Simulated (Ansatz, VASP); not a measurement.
**Ga4SbAs3 in VASP and in Ansatz**

```
Ga Sb As
1.0
     5.86812    0.00005   -0.00002
     0.00005    5.86848    0.00022
    -0.00002    0.00021    5.86977
Ga Sb As
4 1 3
Cartesian
  1.4187 4.4504 4.4519
  1.4178 1.4182 1.4182
  4.4498 4.4504 1.4190
  4.4501 1.4185 4.4509
  2.9337 2.9342 2.9348
  -0.0003 2.9344 0.0000
  0.0003 -0.0001 2.9350
  2.9343 0.0003 0.0001
```

Change from the starting cell: cell x1, atoms moved at random (sigma 0.15 Å) and cell strained at random (1.5 %), then relaxed without symmetry.

Alike in both runs: functional PBE; k mesh 4 × 4 × 4; occupations gaussian, width 0.2 eV; no spin polarisation.

Ansatz relaxed the structure, and its values are those at the end. VASP's run is a single point on that final structure, the one shown.

```csv
,VASP,Ansatz
version,VASP 6.6.1,Ansatz 0.2.0
potentials or method,"VASP PAW PBE potentials, release 64 (Ga_d, Sb, As), cutoff 520 eV","scalar-relativistic, plane waves, PAW"
valence electrons in the cell,72,112
```

|  | VASP | Ansatz | Ansatz less VASP |
| --- | --- | --- | --- |
| gap on the k mesh at the Fermi level (eV) | none | none | - |
| pressure (GPa) | 0.1 | 0.0 | -0.13 |
| rms of the force components (eV/Å) | 0.005 | 0.003 | -0.0017 |

A gap of «none» marks a metal or a gap that the smearing closes. With one functional, cell and mesh, what is left measures potentials, basis and numerics. VASP's potentials hold 72 valence electrons a cell and Ansatz's 112, so a difference there can come from the potentials and not from the codes.

Spin-orbit coupling is off throughout.
